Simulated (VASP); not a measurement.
Crystal: RbBr.

```
CELL_PARAMETERS angstrom
4.12425 0.00000 0.00000
0.00000 4.12425 0.00000
0.00000 0.00000 4.12425
ATOMIC_POSITIONS crystal
Rb 0.00000 0.00000 0.00000
Br 0.50000 0.50000 0.50000
```

Base run:

```yaml
Program: VASP 6.6.1
Functional: r2SCAN
Potentials_or_basis: VASP PAW PBE potentials, release 64 (Rb_sv, Br)
Cutoff: 520 eV
k_mesh: 6 × 6 × 6
Occupations: gaussian, width 0.01 eV
Spin: no spin polarisation
```

Its results: band gap on the k mesh 4.84 eV, indirect (least direct gap 4.99 eV); pressure 0.1 GPa.

Q: The run is repeated on the same cell with these changes: functional from r2SCAN to PBE; k mesh from 6 × 6 × 6 to 4 × 4 × 4. What comes out?

A: Band gap on the k mesh 4.08 eV, indirect (least direct gap 4.24 eV); pressure 0.9 GPa.

Several settings changed at once, so the effect can't be laid on one alone.

Caveats: the PAW data sets were made with another functional, which shifts forces and pressure a little (some runs).

A k mesh can miss the band edges.
